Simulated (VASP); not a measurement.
Wanted: the native input for a VASP 6.6.1 run.

```
Task                   : single point
Functional             : PBE
Potentials or basis    : VASP PAW PBE potentials, release 64 (Sn_d, O)
Cutoff                 : 600 eV
k mesh                 : 6 × 6 × 8
Occupations            : gaussian, width 0.02 eV
Spin                   : no spin polarisation
Dipole correction      : no
Further INCAR settings : ALGO = Normal; EDIFF = 1e-06; NBANDS = 35
```

The structure of SnO2 lies in POSCAR:

```
SnO2
1.0
    4.8271903440      0.0000000000      0.0000000000
    0.0000000000      4.8271903440      0.0000000000
    0.0485722838      0.0000000000      3.2381522517
Sn O
2 4
Direct
    0.5000000000      0.5000000000      0.5000000000
    0.0000000000      0.0000000000      0.0000000000
    0.1935191977      0.8066536816      0.4982724301
    0.8064808023      0.1933463184      0.5017275699
    0.3064808023      0.3066536816      0.0017275699
    0.6935191977      0.6933463184     -0.0017275699
```

This cell differs from its parent crystal: shear of c along a, cell held: +1.5 %, then relaxed in part.

One way to write it, as run:

INCAR

```
SYSTEM = SnO2
ALGO = Normal
EDIFF = 1E-6
ENCUT = 600
GGA = PE
GGA_COMPAT = .False.
ISIF = 2
ISMEAR = 0
LASPH = .True.
LCHARG = .False.
LREAL = .False.
LWAVE = .False.
NBANDS = 35
NELM = 120
PREC = Accurate
SIGMA = 0.02
```

KPOINTS

```
k-points
0
Gamma
  6 6 8
  0 0 0
```

Potentials or basis: VASP PAW PBE potentials, release 64 (Sn_d, O).

Run with:

```bash
$ cat potpaw_PBE.64/Sn_d/POTCAR potpaw_PBE.64/O/POTCAR > POTCAR
$ mpirun -np 1 vasp_std > vasp.out
```

It gave:

The pressure is 0.5 GPa, the largest force is 0.016 eV/Å and the band gap on the k mesh is 0.67 eV.

Caveat: the cell differs from its parent crystal (shear of c along a, cell held: +1.5 %, then relaxed in part); semilocal functionals underestimate gaps, and a narrow one can read as zero; spin-orbit coupling is left out, which moves the levels of the heavy elements.

It took 7.7 min on 1 thread of Oxide Virtual Turin-like Processor, on a shared host, peak memory 0.35 GiB.
